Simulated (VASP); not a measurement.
Input of a VASP 6.6.1 run:

File INCAR:

```
SYSTEM = Pd
PREC = Accurate ; ENCUT = 520
EDIFF = 1E-6 ; ISMEAR = -1
SIGMA = 0.1 ; LREAL = .False.
LASPH = .True. ; NELM = 80
ALGO = Normal ; ISIF = 2
LWAVE = .False. ; LCHARG = .False.
NBANDS = 11
```

Contents of KPOINTS:

```
Automatic mesh
0
Gamma
  23 23 23
  0 0 0
```

The input POSCAR:

```
Pd
1.0
    0.0000000000      1.9211411159      1.9211411159
    1.9211411159      0.0000000000      1.9211411159
    1.9211411159      1.9211411159      0.0000000000
Pd
1
Direct
    0.0000000000      0.0000000000      0.0000000000
```

Potentials or basis: VASP PAW LDA potentials, release 64 (Pd).

The run is started by

```console
$ cat potpaw_LDA.64/Pd/POTCAR > POTCAR
$ mpirun -np 1 vasp_std > vasp.out
```

(1) Estimate the pressure.

(2) Estimate the band gap on the k mesh.

## Answers

(1) 0.1 GPa.

(2) zero (band 5 reaches 10.59 eV, above the bottom of band 6 at 8.90 eV).
